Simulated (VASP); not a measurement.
# Sn (Im-3m) in VASP: further runs

Aim: see how the results for Sn move with the level of theory and the settings. Levels: PBE-based screened hybrid with 25 % exact exchange, B3LYP. Tasks: single point.

Program: VASP 6.6.1. These are calculated values, not measurements. Logs are shortened: lines on timing, memory, paths and dates and some standing lists are left out, and cuts for length are marked.

## Step 1: The cell of the first run

The structure is cubic, space group Im-3m (No. 229). Conventional cell: a = 3.900 Å, b = 3.900 Å, c = 3.900 Å, α = 90.00°, β = 90.00°, γ = 90.00°. Sn (site symmetry m-3m) has 14 Sn at 3.38 to 3.90 Å within 4.4 Å.

This isn't the form of Sn at room conditions, which is tetragonal (white tin).

## Step 2: Single point, PBE-based screened hybrid with 25 % exact exchange

The input, POSCAR:

```
Sn
1.0
   -1.9499107339      1.9499107339      1.9499107339
    1.9499107339     -1.9499107339      1.9499107339
    1.9499107339      1.9499107339     -1.9499107339
Sn
1
Direct
    0.0000000000      0.0000000000      0.0000000000
```

The input, INCAR.step1:

```
SYSTEM = Sn
PREC = Accurate
ENCUT = 520
EDIFF = 1E-5
ISMEAR = -1
SIGMA = 0.05
LREAL = .False.
LASPH = .True.
NELM = 60
ALGO = Normal
ISIF = 2
LWAVE = .True.
LCHARG = .False.
NBANDS = 13
GGA = PE
```

The input, INCAR.step2:

```
SYSTEM = Sn
PREC = Accurate
ENCUT = 520
EDIFF = 1E-6
ISMEAR = -1
SIGMA = 0.05
LREAL = .False.
LASPH = .True.
NELM = 60
ALGO = Normal
ISIF = 2
LWAVE = .False.
LCHARG = .False.
GGA = PE
LHFCALC = .True.
AEXX = 0.25
HFSCREEN = 0.3
PRECFOCK = Normal
NBANDS = 13
ISTART = 1
```

The input, KPOINTS:

```
regular mesh
0
Gamma
  5 5 5
  0 0 0
```

Potentials or basis: VASP PAW PBE potentials, release 64 (Sn_d).

Command:

```sh
cat potpaw_PBE.64/Sn_d/POTCAR > POTCAR
cp INCAR.step1 INCAR
mpirun -np 1 vasp_std > vasp.out
cp INCAR.step2 INCAR
mpirun -np 1 vasp_std > vasp.out
```

OUTCAR:

```text
SYSTEM = Sn
   PREC = Accurate
   ENCUT = 520
   EDIFF = 1E-6
   ISMEAR = -1
   LREAL = .False.
   LASPH = .True.
   NELM = 60
   ISIF = 2
   GGA = PE
   LHFCALC = .True.
   AEXX = 0.25
   HFSCREEN = 0.3
   PRECFOCK = Normal
   ISTART = 1

 ion  position               nearest neighbor table
   1  0.000  0.000  0.000-

  LATTYP: Found a body centered cubic cell.
 ALAT       =     3.8998214678

  Lattice vectors:

 A1 = (  -1.9499107339,   1.9499107339,   1.9499107339)
 A2 = (   1.9499107339,  -1.9499107339,   1.9499107339)
 A3 = (   1.9499107339,   1.9499107339,  -1.9499107339)

Analysis of symmetry for initial positions (statically):
=====================================================================
 Subroutine PRICEL returns:
 Original cell was already a primitive cell.

 Routine SETGRP: Setting up the symmetry group for a
 body centered cubic supercell.

 Subroutine GETGRP returns: Found 48 space group operations
 (whereof 48 operations were pure point group operations)
 out of a pool of 48 trial point group operations.

The static configuration has the point symmetry O_h .

Analysis of symmetry for dynamics (positions and initial velocities):
=====================================================================
 Subroutine PRICEL returns:
 Original cell was already a primitive cell.

 Routine SETGRP: Setting up the symmetry group for a
 body centered cubic supercell.

 Subroutine GETGRP returns: Found 48 space group operations
 (whereof 48 operations were pure point group operations)
 out of a pool of 48 trial point group operations.

The dynamic configuration has the point symmetry O_h .

 Subroutine INISYM returns: Found 48 space group operations
 (whereof 48 operations are pure point group operations),
 and found     1 'primitive' translations

----------------------------------------------------------------------------------------

                                     Primitive cell

  volume of cell :      29.6554

  direct lattice vectors                    reciprocal lattice vectors
    -1.949910734  1.949910734  1.949910734     0.000000000  0.256421995  0.256421995
     1.949910734 -1.949910734  1.949910734     0.256421995  0.000000000  0.256421995
     1.949910734  1.949910734 -1.949910734     0.256421995  0.256421995  0.000000000

  length of vectors
     3.377344461  3.377344461  3.377344461     0.362635463  0.362635463  0.362635463

  position of ions in fractional coordinates (direct lattice)
     0.000000000  0.000000000  0.000000000

  ion indices of the primitive-cell ions
   primitive index   ion index
                 1           1

----------------------------------------------------------------------------------------

 KPOINTS: regular mesh

Automatic generation of k-mesh.
 Grid dimensions read from file:
 generate k-points for:    5    5    5

 Generating k-lattice:

  Cartesian coordinates                     Fractional coordinates (reciprocal lattice)
     0.000000000  0.051284399  0.051284399     0.200000000  0.000000000  0.000000000
     0.051284399  0.000000000  0.051284399     0.000000000  0.200000000  0.000000000
     0.051284399  0.051284399  0.000000000     0.000000000  0.000000000  0.200000000

  Length of vectors
     0.072527093  0.072527093  0.072527093

  Shift w.r.t. Gamma in fractional coordinates (k-lattice)
     0.000000000  0.000000000  0.000000000

 Subroutine IBZKPT returns following result:
 ===========================================

 Found     10 irreducible k-points:

 Following reciprocal coordinates:
            Coordinates               Weight
  0.000000  0.000000  0.000000      1.000000
  0.200000  0.000000  0.000000     12.000000
  0.400000  0.000000  0.000000     12.000000
  0.200000  0.200000  0.000000     24.000000
  0.400000  0.200000 -0.000000     24.000000
  0.200000  0.200000  0.200000      8.000000
 -0.200000  0.200000  0.200000      6.000000
 -0.400000  0.400000  0.200000     24.000000
 -0.400000 -0.400000  0.200000      8.000000
 -0.400000  0.400000  0.400000      6.000000
   k-points           NKPTS =     10   k-points in BZ     NKDIM =    125   number of bands    NBANDS=     13
   number of dos      NEDOS =    301   number of ions     NIONS =      1
   total plane-waves  NPLWV =  21952
   dimension x,y,z NGX =    28 NGY =   28 NGZ =   28
   dimension x,y,z NGXF=    56 NGYF=   56 NGZF=   56
   ions per type =               1
   NGX,Y,Z   is equivalent  to a cutoff of  13.78, 13.78, 13.78 a.u.
   NGXF,Y,Z  is equivalent  to a cutoff of  27.57, 27.57, 27.57 a.u.
 SYSTEM =  Sn
   PREC   = accura    normal or accurate (medium, high low for compatibility)
   ISTART =      1    job   : 0-new  1-cont  2-samecut
   ICHARG =      0    charge: 1-file 2-atom 10-const
   ISPIN  =      1    spin polarized calculation?
   LNONCOLLINEAR =      F non collinear calculations
   LSORBIT =      F    spin-orbit coupling
   LASPH  =      T    aspherical Exc in radial PAW
   ENCUT  =  520.0 eV  38.22 Ry    6.18 a.u.   6.28  6.28  6.28*2*pi/ulx,y,z
   NELM   =     60;   NELMIN=  2; NELMDL=  0     # of ELM steps
   EDIFF  = 0.1E-05   stopping-criterion for ELM
   LREAL  =      F    real-space projection
   EDIFFG = 0.1E-04   stopping-criterion for IOM
   NSW    =      0    number of steps for IOM
   IBRION =     -1    ionic relax: 0-MD 1-quasi-New 2-CG
   NFREE  =      0    steps in history (QN), initial steepest desc. (CG)
   ISIF   =      2    stress and relaxation
   ISYM   =      3    0-nonsym 1-usesym 2-fastsym
   POTIM  = 0.5000    time-step for ionic-motion
   TEBEG  =    0.0;   TEEND  =   0.0 temperature during run
   PSTRESS=    0.0 pullay stress
   NELECT =      14.0000    total number of electrons
   NUPDOWN=      -1.0000    fix difference up-down
   EMIN   =  10.00;   EMAX   =-10.00  energy-range for DOS
   EFERMI =   0.00;   METHOD = LEGACY
   ISMEAR =    -1;   SIGMA  =   0.05  broadening in eV -4-tet -1-fermi 0-gaus
   EFERMI_NEDOS =   21; number of points for ismear=-14 and -15
   IALGO  =     38    algorithm
   IMIX   =      1    mixing-type and parameters
     AMIX     =   0.40;   BMIX     =  1.00
     AMIX_MAG =   1.60;   BMIX_MAG =  1.00
  volume/ion in A,a.u.               =      29.66       200.12
  Fermi-wavevector in a.u.,A,eV,Ry     =   1.274724  2.408879 22.108391  1.624921
  Thomas-Fermi vector in A             =   2.407476
   LORBIT       =      0    0 simple, 1 ext, 2 COOP (PROOUT), +10 PAW based schemes
   GGA     = PE    functional components
   LHFCALC =     T    Hartree Fock is set to
   PRECFOCK=normal    Normal, Fast or Accurate (Low or Medium for compatibility)
   ENCUT4O =  -1.0   cutoff for four orbital integrals eV
   NKREDX  =     1    reduce k-point grid by
   NKREDY  =     1    reduce k-point grid by
   NKREDZ  =     1    reduce k-point grid by
   AEXX    =    0.2500 exact exchange contribution
   HFSCREEN=    0.3000 screening length (either q_TF or 0.3 A-1)
   HFSCREENC=   0.3000 screening length for correlation (either q_TF or 0.3 A-1)
   ENCUTFOCK=  -1.0 apply spherical cutoff to Coloumb kernel
   IVDW    =     0    specifies the selected vdW correction
   LEPSILON=     F    determine dielectric tensor
   LRPA    =     F    only Hartree local field effects (RPA)
 non-spin polarized calculation
  energy-cutoff  :      520.00
  volume of cell :       29.66
 maximum number of plane-waves:       811
 NGX is ok and might be reduce to    28
  NGX = 20; NGY = 20; NGZ = 20

 number of electron      14.0000007 magnetization

 Free energy of the ion-electron system (eV)
  ---------------------------------------------------
  ext. energy  EPLUGINS =         0.00000000
  ---------------------------------------------------
  free energy    TOTEN  =        -3.98689294 eV

  energy without entropy =       -3.96515283  energy(sigma->0) =       -3.97602289

 E-fermi :   7.1197     XC(G=0):  -8.4058

 val. band max:        6.9290626857   @ k =  -0.4000   0.4000   0.4000
 cond. band min:       7.1454955766   @ k =  -0.4000   0.4000   0.4000
 fundamental gap:      0.2164328909
 Fermi energy:         7.1197404078

 k-point     1 :       0.0000    0.0000    0.0000
  band No.  band energies     occupation
      1     -16.5500      2.00000
      2     -16.5500      2.00000
      3     -16.5500      2.00000
      4     -16.4402      2.00000
      5     -16.4402      2.00000
      6      -4.5405      2.00000
      7      14.9214      0.00000
      8      14.9214      0.00000
      9      14.9214      0.00000
     10      19.5981      0.00000
     11      19.5982      0.00000
     12      19.5982      0.00000
     13      19.7859      0.00000

 k-point     2 :       0.2000    0.0000    0.0000
  band No.  band energies     occupation
      1     -16.5621      2.00000
      2     -16.5339      2.00000
      3     -16.4903      2.00000
      4     -16.4519      2.00000
      5     -16.4425      2.00000
      6      -3.6347      2.00000
      7      10.1124      0.00000
      8      12.8569      0.00000
      9      14.0332      0.00000
     10      16.5297      0.00000
     11      16.9544      0.00000
     12      19.2798      0.00000
     13      21.0079      0.00000

 k-point     3 :       0.4000    0.0000    0.0000
  band No.  band energies     occupation
      1     -16.5817      2.00000
      2     -16.5314      2.00000
      3     -16.4502      2.00000
      4     -16.4459      2.00000
      5     -16.3921      2.00000
      6      -1.0131      2.00000
      7       4.2430      2.00000
      8      10.9860      0.00000
      9      12.8305      0.00000
     10      15.1455      0.00000
     11      15.6074      0.00000
     12      21.2748      0.00000
     13      22.6415      0.00000
[... 81 lines left out ...]
 k-point     9 :      -0.4000   -0.4000    0.2000
  band No.  band energies     occupation
      1     -16.5171      2.00000
      2     -16.5171      2.00000
      3     -16.4964      2.00000
      4     -16.4052      2.00000
      5     -16.4052      2.00000
      6       1.8230      2.00000
      7       5.1211      2.00000
      8       5.1211      2.00000
      9      11.3537      0.00000
     10      14.9235      0.00000
     11      14.9235      0.00000
     12      18.5636      0.00000
     13      25.8462      0.00000

 k-point    10 :      -0.4000    0.4000    0.4000
  band No.  band energies     occupation
      1     -16.5503      2.00000
      2     -16.5390      2.00000
      3     -16.4107      2.00000
      4     -16.4107      2.00000
      5     -16.4061      2.00000
      6       2.2256      2.00000
      7       6.9291      1.95681
      8       7.1455      0.74800
      9       7.1455      0.74799
     10      11.4605      0.00000
     11      13.6845      0.00000
     12      24.2826      0.00000
     13      25.1051      0.00000

------------------------ aborting loop because EDIFF is reached ----------------------------------------

  FORCE on cell =-STRESS in cart. coord.  units (eV):
  Direction    XX          YY          ZZ          XY          YZ          ZX
  --------------------------------------------------------------------------------------
  -------------------------------------------------------------------------------------
  Total       -0.0077819     -0.0077819     -0.0077819      0.0000000     -0.0000000     -0.0000000
  in kB       -0.4204296     -0.4204296     -0.4204296      0.0000000     -0.0000000     -0.0000000
  external PRESSURE =      -0.4204296 kB  Pullay stress =       0.0000000 kB

 VOLUME and BASIS-vectors are now :
 -----------------------------------------------------------------------------
  energy-cutoff  :      520.00
  volume of cell :       29.66
      direct lattice vectors                 reciprocal lattice vectors
    -1.949910734  1.949910734  1.949910734     0.000000000  0.256421995  0.256421995
     1.949910734 -1.949910734  1.949910734     0.256421995  0.000000000  0.256421995
     1.949910734  1.949910734 -1.949910734     0.256421995  0.256421995  0.000000000

 POSITION                                       TOTAL-FORCE (eV/Angst)
 -----------------------------------------------------------------------------------
      0.00000      0.00000      0.00000         0.000000      0.000000      0.000000
 -----------------------------------------------------------------------------------
    total drift:                                0.000001     -0.000001     -0.000000

  FREE ENERGIE OF THE ION-ELECTRON SYSTEM (eV)
  ---------------------------------------------------
  free  energy   TOTEN  =        -3.9868929446 eV

  energy  without entropy=       -3.9651528285  energy(sigma->0) =       -3.97602289
```

Run time: 6.6 min. Hardware: 1 thread of Intel Xeon Platinum 8259CL at 2.50GHz (Skylake/Cascade Lake), shared host; peak memory 0.25 GiB.

Results:

```
Free energy            : -3.9869 eV
Pressure               : 0.0 GPa
Band gap on the k mesh : zero (bands 7 and 8 overlap by 9.80 eV)
```

Caveat: the k points lie up to 0.46 Å⁻¹ apart, too coarse for converged energies and pressures of a metal; the PAW data sets were made with another functional, which shifts forces and pressure a little; spin-orbit coupling is left out, which moves the levels of the heavy elements.

## Step 3: Single point, B3LYP

This run uses another cell than the first one, of 31.86 Å³/atom.

The input, POSCAR:

```
Sn
1.0
   -1.9971143872      1.9971143872      1.9971143872
    1.9971143872     -1.9971143872      1.9971143872
    1.9971143872      1.9971143872     -1.9971143872
Sn
1
Direct
    0.0000000000      0.0000000000      0.0000000000
```

The input, INCAR.step1:

```
SYSTEM = Sn
ALGO = Normal
EDIFF = 1E-5
ENCUT = 520
GGA = PE
ISIF = 2
ISMEAR = -1
LASPH = .True.
LREAL = .False.
LWAVE = .True.
NBANDS = 13
NELM = 80
PREC = Accurate
SIGMA = 0.05
```

The input, INCAR.step2:

```
SYSTEM = Sn
AEXX = 0.2
AGGAC = 0.81
AGGAX = 0.72
ALDAC = 0.19
ALGO = Normal
EDIFF = 1E-7
ENCUT = 520
GGA = B3
ISIF = 2
ISMEAR = -1
ISTART = 1
LASPH = .True.
LCHARG = .True.
LELF = .True.
LHFCALC = .True.
LREAL = .False.
LVHAR = .True.
LWAVE = .False.
NBANDS = 13
NELM = 80
PREC = Accurate
PRECFOCK = Normal
SIGMA = 0.05
```

The input, KPOINTS:

```
k-points
0
Gamma
  5 5 5
  0 0 0
```

Potentials or basis: VASP PAW PBE potentials, release 64 (Sn_d).

Command:

```sh
cat potpaw_PBE.64/Sn_d/POTCAR > POTCAR
cp INCAR.step1 INCAR
mpirun -np 1 vasp_std > vasp.out
cp INCAR.step2 INCAR
mpirun -np 1 vasp_std > vasp.out
```

Wall time 9.2 min (1 thread of Intel Xeon Platinum 8259CL at 2.50GHz (Skylake/Cascade Lake), shared host); peak memory 0.17 GiB.

It converged, with:

```
Free energy            : -3.7215 eV
Pressure               : -0.1 GPa
Band gap on the k mesh : zero (bands 7 and 8 overlap by 9.30 eV)
```

Levels at points of the mesh, in eV from the Fermi level:
```tsv
k point	band 5	band 6	band 7	band 8	band 9	band 10
(0.00, 0.00, 0.00)	-23.47	-11.35	7.39	7.39	7.39	12.68
```

Caveat: the k points lie up to 0.44 Å⁻¹ apart, too coarse for converged energies and pressures of a metal; the PAW data sets were made with another functional, which shifts forces and pressure a little; spin-orbit coupling is left out, which moves the levels of the heavy elements.

The gap in the log of VASP goes by the Fermi energy; the results here count the filled bands.